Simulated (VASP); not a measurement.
A run of VASP 6.6.1:

Contents of INCAR:

```
SYSTEM = MgO
PREC = Accurate
ENCUT = 520
EDIFF = 1E-7
ISMEAR = -1
SIGMA = 0.05
LREAL = Auto
LASPH = .TRUE.
NELM = 100
ALGO = Normal
ISIF = 2
LWAVE = .FALSE.
LCHARG = .FALSE.
GGA = PE
IVDW = 12
NBANDS = 66
```

KPOINTS

```
Automatic mesh
0
G
  2 2 1
  0 0 0
```

The input POSCAR:

```
MgO
1.0
    5.8968463244      0.0000000000      0.0000000000
    2.9484231622      5.1068187191      0.0000000000
    0.0000000000      0.0000000000     19.0184440000
Mg O
12 12
Direct
    0.0000000000      0.0000000000      0.0525805000
    0.0000000000      0.5000000000      0.0525805000
    0.5000000000      0.0000000000      0.0525805000
    0.5000000000      0.5000000000      0.0525805000
    0.6666666667      0.6666666667      0.1880502953
    0.6666666667      0.1666666667      0.1880502953
    0.1666666667      0.6666666667      0.1880502953
    0.1666666667      0.1666666667      0.1880502953
    0.3333333333      0.3333333333      0.3189307160
    0.3333333333      0.8333333333      0.3189307160
    0.8333333333      0.3333333333      0.3189307160
    0.8333333333      0.8333333333      0.3189307160
    0.3333333333      0.8333333333      0.1158711000
    0.3333333333      0.3333333333      0.1158711000
    0.8333333333      0.8333333333      0.1158711000
    0.8333333333      0.3333333333      0.1158711000
    0.0000000000      0.5000000000      0.2441504753
    0.0000000000      0.0000000000      0.2441504753
    0.5000000000      0.5000000000      0.2441504753
    0.5000000000      0.0000000000      0.2441504753
    0.6666666667      0.1666666667      0.3719392181
    0.6666666667      0.6666666667      0.3719392181
    0.1666666667      0.1666666667      0.3719392181
    0.1666666667      0.6666666667      0.3719392181
```

Potentials or basis: VASP PAW PBE potentials, release 64 (Mg, O).

The run is started by

```bash
$ cat potpaw_PBE.64/Mg/POTCAR potpaw_PBE.64/O/POTCAR > POTCAR
$ mpirun -np 1 vasp_std > vasp.out
```

Hardware: 1 thread of Intel(R) Xeon(R) Platinum 8259CL CPU @ 2.50GHz (Skylake/Cascade Lake) (shared host).

**Question.** How long does it take, and how much memory?

**Answer.** Wall time 9.4 min on 1 thread of Intel(R) Xeon(R) Platinum 8259CL CPU @ 2.50GHz (Skylake/Cascade Lake), with other jobs on the host, peak memory 0.66 GiB. Counts: scf iterations 45, k points 2.
